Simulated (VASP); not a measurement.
## ScB2: single point with LDA

ScB2:

```
CELL_PARAMETERS angstrom
3.11722 0.00000 0.00000
-1.55861 2.69959 0.00000
0.00000 0.00000 3.48590
ATOMIC_POSITIONS crystal
Sc 0.00000 0.00000 0.00000
B 0.33333 0.66667 0.50000
B 0.66667 0.33333 0.50000
```

This cell differs from its parent crystal: volume scaled by 1.02, then relaxed in part.

```json
{
  "Program": "VASP 6.6.1",
  "Task": "single point",
  "Functional": "LDA",
  "Potentials or basis": "VASP PAW LDA potentials, release 64 (Sc_sv, B)",
  "Cutoff": "520 eV",
  "k mesh": "18 × 18 × 12",
  "Occupations": "fermi-dirac, width 0.15 eV",
  "Spin": "no spin polarisation",
  "Dipole correction": "no",
  "Further INCAR settings": "ALGO = Normal; EDIFF = 1e-06; NBANDS = 16"
}
```

- Pressure: -3.3 GPa

Stress tensor (GPa, compression positive):
```
-3.38  0.00  0.00
 0.00 -3.38  0.00
 0.00  0.00 -3.17
```

Levels at points of the mesh, in eV from the Fermi level:
```csv
k point,band 5,band 6,band 7,band 8,band 9,band 10,band 11,band 12,band 13,band 14
"(0.00, 0.00, 0.00)",-11.56,-1.50,-0.91,-0.91,-0.47,4.17,4.17,4.95,4.95,6.70
"(0.50, 0.00, 0.00)",-7.57,-7.53,-1.96,-1.89,-0.48,3.47,3.74,5.16,5.40,7.63
"(0.00, 0.00, 0.50)",-9.92,-5.84,0.49,0.49,2.02,2.02,2.44,2.44,3.15,7.19
"(0.50, 0.00, 0.50)",-8.19,-6.05,-2.96,-2.16,-1.54,4.41,5.33,5.92,6.16,6.32
```

Wall time 67 s on 1 thread of Intel(R) Xeon(R) Platinum 8488C (Sapphire Rapids), with other jobs on the host, peak memory 0.23 GiB.
